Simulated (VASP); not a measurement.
TiC: single point with PBEsol

The system is TiC.

```xyz
2
Lattice="0.0000 2.1593 2.1593 2.1593 0.0000 2.1593 2.1593 2.1593 0.0000" Properties=species:S:1:pos:R:3 pbc="T T T"
Ti    0.0000    0.0000    0.0000
C     2.1593    2.1593    2.1593
```

* Program: VASP 6.6.1
* Task: single point
* Functional: PBEsol
* Potentials or basis: VASP PAW PBE potentials, release 64 (Ti_sv, C)
* Cutoff: 520 eV
* k mesh: 11 × 11 × 11
* Occupations: fermi-dirac, width 0.1 eV
* Spin: no spin polarisation
* Dipole correction: no
* Further INCAR settings: ALGO = Normal; EDIFF = 1e-07; NBANDS = 15

The pressure is -4.3 GPa. The band gap on the k mesh is zero (band 8 reaches 10.07 eV, above the bottom of band 9 at 8.99 eV).

Levels at points of the mesh, in eV from the Fermi level:
```tsv
k point	band 5	band 6	band 7	band 8	band 9	band 10	band 11	band 12
(0.00, 0.00, 0.00)	-12.42	0.66	0.66	0.66	1.70	1.70	1.70	1.73
```

It took 15 s on 1 thread of AMD EPYC 9R45 96-Core Processor (Zen 5), with other jobs on the host, peak memory 0.11 GiB.

Caveat: the PAW data sets were made with another functional, which shifts forces and pressure a little.
